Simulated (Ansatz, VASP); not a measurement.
One calculation of WS2, two programs

```
S W
1.0
     3.15955    0.00000    0.00000
    -1.57977    2.73625    0.00000
     0.00000    0.00000   23.80426
S W
4 2
Direct
  0.33333 0.66667 0.18904
  0.33333 0.66667 0.32146
  0.00000 0.00000 0.48278
  0.00000 0.00000 0.61519
  0.66667 0.33333 0.25525
  0.66667 0.33333 0.54899
```

Alike in both runs: task single point; functional PBE; dispersion D3(BJ); k mesh 9 × 9 × 1; occupations gaussian, width 0.05 eV; no spin polarisation.

```csv
,VASP,Ansatz
version,VASP 6.6.1,Ansatz 0.2.0
potentials or method,"VASP PAW PBE potentials, release 64 (S, W_sv), cutoff 520 eV","scalar-relativistic, plane waves, PAW"
valence electrons in the cell,52,52
```

VASP gave:

```
gap on the k mesh at the Fermi level (eV) : 1.87
least direct gap on the mesh (eV)         : 1.92
rms of the force components (eV/Å)        : 0.027
```

Which values does Ansatz return?

gap on the k mesh at the Fermi level (eV): 1.85; least direct gap on the mesh (eV): 1.92; rms of the force components (eV/Å): 0.026.

Spin-orbit coupling is off throughout.
